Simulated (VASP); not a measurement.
# TePt (P6_3/mmc) in VASP: notebook, part 2 of 2

VASP 6.6.1.

## (3) Single point, PBEsol (strain +0.080 along x and y, +0.000 along z)

The input, INCAR:

```
SYSTEM = TePt
PREC     = Accurate       ! precision mode
ENCUT    = 520            ! plane-wave cutoff, eV
EDIFF    = 1E-6           ! SCF threshold, eV
ISMEAR   = 0              ! smearing method
SIGMA    = 0.15           ! smearing width, eV
LREAL    = .FALSE.        ! projectors in reciprocal space
LASPH    = .TRUE.         ! aspherical terms in the spheres
NELM     = 100            ! most SCF steps
ALGO     = Normal         ! electronic algorithm
ISIF     = 2              ! what is computed and relaxed
LWAVE    = .FALSE.        ! write WAVECAR
LCHARG   = .FALSE.        ! write CHGCAR
GGA      = PS             ! functional
NBANDS   = 24             ! bands
```

The input, KPOINTS:

```
Automatic mesh
0
G
  12 12 10
  0 0 0
```

The input, POSCAR:

```
TePt
1.0
    4.4398797966      0.0000000000      0.0000000000
   -2.2199398983      3.8450486937      0.0000000000
    0.0000000000      0.0000000000      5.4460000000
Te Pt
2 2
Direct
    0.3333333333      0.6666666667      0.2500000000
    0.6666666667      0.3333333333      0.7500000000
    0.0000000000      0.0000000000      0.0000000000
    0.0000000000      0.0000000000      0.5000000000
```

Potentials or basis: VASP PAW PBE potentials, release 64 (Te, Pt).

Command:

```console
cat potpaw_PBE.64/Te/POTCAR potpaw_PBE.64/Pt/POTCAR > POTCAR
mpirun -np 1 vasp_std > vasp.out
```

OUTCAR:

```text
SYSTEM = TePt
   PREC = Accurate
   ENCUT = 520
   EDIFF = 1E-6
   ISMEAR = 0
   LREAL = .FALSE.
   LASPH = .TRUE.
   NELM = 100
   ISIF = 2
   GGA = PS

 ion  position               nearest neighbor table
   1  0.333  0.667  0.250-   3 2.90   4 2.90   3 2.90   4 2.90   3 2.90   4 2.90
   2  0.667  0.333  0.750-   3 2.90   4 2.90   3 2.90   4 2.90   3 2.90   4 2.90
   3  0.000  0.000  0.000-   4 2.72   4 2.72   1 2.90   2 2.90   2 2.90   1 2.90   2 2.90   1 2.90

   4  0.000  0.000  0.500-   3 2.72   3 2.72   1 2.90   2 2.90   2 2.90   1 2.90   2 2.90   1 2.90

  LATTYP: Found a hexagonal cell.
[... 852 lines left out ...]
  -------------------------------------------------------------------------------------
  Total       -6.3764435     -6.3764435     -2.3516246      0.0000000      0.0000000      0.0000000
  in kB     -109.8849976   -109.8849976    -40.5254542      0.0000000      0.0000000      0.0000000
  external PRESSURE =     -86.7651498 kB  Pullay stress =       0.0000000 kB

 VOLUME and BASIS-vectors are now :
 -----------------------------------------------------------------------------
  energy-cutoff  :      520.00
  volume of cell :       92.97
      direct lattice vectors                 reciprocal lattice vectors
     4.439879797  0.000000000  0.000000000     0.225231323  0.130037365  0.000000000
    -2.219939898  3.845048694  0.000000000     0.000000000  0.260074730  0.000000000
     0.000000000  0.000000000  5.446000000     0.000000000  0.000000000  0.183621006

 POSITION                                       TOTAL-FORCE (eV/Angst)
 -----------------------------------------------------------------------------------
     -0.00000      2.56337      1.36150        -0.000000      0.000000      0.000000
      2.21994      1.28168      4.08450         0.000000     -0.000000      0.000000
      0.00000      0.00000      0.00000         0.000000      0.000000      0.000000
      0.00000      0.00000      2.72300         0.000000      0.000000      0.000000
 -----------------------------------------------------------------------------------
    total drift:                               -0.000000      0.000000      0.000000

  FREE ENERGIE OF THE ION-ELECTRON SYSTEM (eV)
  ---------------------------------------------------
  free  energy   TOTEN  =       -21.5478986561 eV

  energy  without entropy=      -21.5205150263  energy(sigma->0) =      -21.53420684
```

stdout:

```text
POSCAR found type information on POSCAR TePt
 POSCAR found :  2 types and       4 ions
 scaLAPACK will be used
 -----------------------------------------------------------------------------
|                                                                             |
|                                                                             |
|     You enforced a specific xc type in the INCAR file but a different       |
|     I HOPE YOU KNOW WHAT YOU ARE DOING!                                     |
|                                                                             |
 -----------------------------------------------------------------------------

 LDA part: xc-table for (Slater+PW92), standard interpolation
 POSCAR, INCAR and KPOINTS ok, starting setup
 FFT: planning ... GRIDC
 FFT: planning ... GRID_SOFT
 FFT: planning ... GRID
 WAVECAR not read
 entering main loop
```

It took 2.5 min on 1 thread of AMD EPYC 9R45 (Zen 5), shared host; peak memory 0.34 GiB.

What came out:

```yaml
Free_energy: -21.5479 eV
Pressure: -8.7 GPa
Band_gap_on_the_k_mesh: zero (bands 16 and 17 overlap by 1.50 eV)
```

Levels at points of the mesh, in eV from the Fermi level:
| k point | band 13 | band 14 | band 15 | band 16 | band 17 | band 18 | band 19 | band 20 |
| --- | --- | --- | --- | --- | --- | --- | --- | --- |
| (0.00, 0.00, 0.00) | -1.30 | -1.30 | 0.35 | 0.85 | 1.01 | 1.70 | 1.76 | 1.76 |
| (0.50, 0.00, 0.00) | -2.18 | -1.77 | -1.41 | -1.30 | 1.42 | 2.20 | 3.30 | 3.61 |
| (0.00, 0.00, 0.50) | -2.51 | -2.51 | 0.87 | 0.87 | 0.87 | 0.87 | 3.28 | 3.28 |
| (0.50, 0.00, 0.50) | -2.56 | -2.56 | -0.37 | -0.37 | 0.17 | 0.17 | 2.73 | 2.73 |

Caveat: the cell differs from its parent crystal (strain +0.080 along x and y, +0.000 along z); the stress differs along the axes, from -11 to -4 GPa; the PAW data sets were made with another functional, which shifts forces and pressure a little; spin-orbit coupling is left out, which moves the levels of the heavy elements.

## (4) Single point, PBEsol (strain +0.040 along x and y, +0.080 along z)

The input, INCAR:

```
SYSTEM = TePt
ALGO     = Normal         ! electronic algorithm
EDIFF    = 1E-6           ! SCF threshold, eV
ENCUT    = 520            ! plane-wave cutoff, eV
GGA      = PS             ! functional
ISIF     = 2              ! what is computed and relaxed
ISMEAR   = 0              ! smearing method
LASPH    = .TRUE.         ! aspherical terms in the spheres
LCHARG   = .TRUE.         ! write CHGCAR
LELF     = .TRUE.         ! ELF
LREAL    = .FALSE.        ! projectors in reciprocal space
LVHAR    = .TRUE.       
LWAVE    = .FALSE.        ! write WAVECAR
NBANDS   = 24             ! bands
NELM     = 100            ! most SCF steps
PREC     = Accurate       ! precision mode
SIGMA    = 0.15           ! smearing width, eV
```

The input, KPOINTS:

```
k-points
0
G
  12 12 10
  0 0 0
```

The input, POSCAR:

```
TePt
1.0
    4.2754398042      0.0000000000      0.0000000000
   -2.1377199021      3.7026394828      0.0000000000
    0.0000000000      0.0000000000      5.8816800000
Te Pt
2 2
Direct
    0.3333333333      0.6666666667      0.2500000000
    0.6666666667      0.3333333333      0.7500000000
    0.0000000000      0.0000000000      0.0000000000
    0.0000000000      0.0000000000      0.5000000000
```

Command:

```console
cat potpaw_PBE.64/Te/POTCAR potpaw_PBE.64/Pt/POTCAR > POTCAR
mpirun -np 1 vasp_std > vasp.out
```

Run time: 2.2 min. Hardware: 1 thread of AMD EPYC 9R45 (Zen 5), shared host; peak memory 0.34 GiB.

The run converged. Its results:

* Free energy: -21.5663 eV
* Pressure: -9.5 GPa
* Band gap on the k mesh: zero (bands 16 and 17 overlap by 1.23 eV)

Stress tensor (GPa, compression positive):
```
 -8.17   0.00   0.00
  0.00  -8.17   0.00
  0.00   0.00 -12.14
```

Levels at points of the mesh, in eV from the Fermi level:
| k point | band 14 | band 15 | band 16 | band 17 | band 18 | band 19 |
| --- | --- | --- | --- | --- | --- | --- |
| (0.00, 0.00, 0.00) | -1.37 | 0.07 | 0.21 | 1.18 | 2.05 | 2.09 |
| (0.50, 0.00, 0.00) | -1.98 | -1.82 | -1.44 | 1.00 | 2.30 | 3.40 |
| (0.00, 0.00, 0.50) | -2.35 | 0.91 | 0.91 | 0.91 | 0.91 | 3.71 |
| (0.50, 0.00, 0.50) | -2.50 | -0.28 | -0.28 | 0.39 | 0.39 | 2.26 |

Caveat: the cell differs from its parent crystal (strain +0.040 along x and y, +0.080 along z); the cell stands under tension; the PAW data sets were made with another functional, which shifts forces and pressure a little; spin-orbit coupling is left out, which moves the levels of the heavy elements.

## (5) Single point, PBEsol (strain +0.080 along x and y, +0.040 along z)

The input, INCAR:

```
ALGO = Normal
EDIFF = 1E-7
ENCUT = 520
GGA = PS
ISIF = 2
ISMEAR = 0
LASPH = T
LCHARG = T
LELF = T
LREAL = F
LVHAR = T
LWAVE = F
NBANDS = 24
NELM = 60
PREC = Accurate
SIGMA = 0.15
```

The input, KPOINTS:

```
k-points
0
Gamma
  12 12 10
```

The input, POSCAR:

```
TePt
1.0
    4.4398797966      0.0000000000      0.0000000000
   -2.2199398983      3.8450486937      0.0000000000
    0.0000000000      0.0000000000      5.6638400000
Te Pt
2 2
Direct
    0.3333333333      0.6666666667      0.2500000000
    0.6666666667      0.3333333333      0.7500000000
    0.0000000000      0.0000000000      0.0000000000
    0.0000000000      0.0000000000      0.5000000000
```

Command:

```console
cat potpaw_PBE.64/Te/POTCAR potpaw_PBE.64/Pt/POTCAR > POTCAR
mpirun -np 1 vasp_std > vasp.out
```

Run time: 2.8 min. Hardware: 1 thread of AMD EPYC 9R45 (Zen 5), shared host; peak memory 0.36 GiB.

Results (log left out):

```
Free energy            : -21.3646 eV
Pressure               : -12.3 GPa
Band gap on the k mesh : zero (bands 16 and 17 overlap by 1.32 eV)
```

Stress tensor (GPa, compression positive):
```
-12.76   0.00   0.00
  0.00 -12.76   0.00
  0.00   0.00 -11.28
```

Levels at points of the mesh, in eV from the Fermi level:
```tsv
k point	band 12	band 13	band 14	band 15	band 16	band 17	band 18	band 19	band 20	band 21
(0.00, 0.00, 0.00)	-1.45	-1.43	-1.43	0.25	0.69	0.77	1.78	1.78	1.89	4.65
(0.50, 0.00, 0.00)	-2.33	-2.09	-1.64	-1.54	-1.42	1.26	2.11	3.36	3.52	3.83
(0.00, 0.00, 0.50)	-2.72	-2.38	-2.38	0.83	0.83	0.83	0.83	3.26	3.26	5.41
(0.50, 0.00, 0.50)	-2.41	-2.41	-2.41	-0.30	-0.30	0.20	0.20	2.51	2.51	6.91
```

Caveat: the cell differs from its parent crystal (strain +0.080 along x and y, +0.040 along z); the cell stands under tension; the PAW data sets were made with another functional, which shifts forces and pressure a little; spin-orbit coupling is left out, which moves the levels of the heavy elements.

## (6) Summary

| cell | gap on the mesh (eV) | pressure (GPa) |
| --- | --- | --- |
| a = 4.275, b = 4.275, c = 5.664 Å, angles 90.0, 90.0, 120.0°, 4 atoms | none | -5.8 |
| a = 4.440, b = 4.440, c = 5.446 Å, angles 90.0, 90.0, 120.0°, 4 atoms | none | -8.7 |
| a = 4.275, b = 4.275, c = 5.882 Å, angles 90.0, 90.0, 120.0°, 4 atoms | none | -9.5 |
| a = 4.440, b = 4.440, c = 5.664 Å, angles 90.0, 90.0, 120.0°, 4 atoms | none | -12.3 |

Alike in all rows: task single point; level PBEsol; potentials or basis VASP PAW PBE potentials, release 64 (Te, Pt); no spin polarisation; k mesh 12 × 12 × 10; cutoff (eV) 520; smearing gaussian 0.15 eV.

Caveats: the PAW data sets were made with another functional, which shifts forces and pressure a little; spin-orbit coupling is left out, which moves the levels of the heavy elements; the cell stands under tension (at least some runs); the stress differs along the axes, from -11 to -4 GPa (at least some runs).

Absolute energies hang on the potentials; compare differences alone.
